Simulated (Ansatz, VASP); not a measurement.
# One calculation of Fe, two programs

```
Fe
1.0
     2.54912    0.00000    0.00000
    -1.27456    2.20760    0.00000
     0.00000    0.00000    8.19538
Fe
4
Direct
  0.00000 0.00000 0.00000
  0.00000 0.00000 0.50000
  0.33333 0.66667 0.25000
  0.66667 0.33333 0.75000
```

Alike in both runs: task single point; functional BLYP; k mesh 16 × 16 × 5; occupations fermi-dirac, width 0.1 eV; no spin polarisation.

|  | VASP | Ansatz |
| --- | --- | --- |
| version | VASP 6.6.1 | Ansatz 0.2.0 |
| potentials or method | VASP PAW PBE potentials, release 64 (Fe), cutoff 520 eV | plane waves (420 eV) with PAW, scalar-relativistic |
| valence electrons in the cell | 32 | 64 |

VASP gave:

```
pressure (GPa)                                                : -16.0
traceless stress, the component that is largest in VASP (GPa) : -0.30
```

Which values does Ansatz return?

Pressure (GPa): -16.2; traceless stress, the component that is largest in VASP (GPa): -0.28.

VASP's potentials were made for PBE, not for BLYP. VASP's potentials hold 32 valence electrons a cell and Ansatz's 64, so a difference there can come from the potentials and not from the codes.
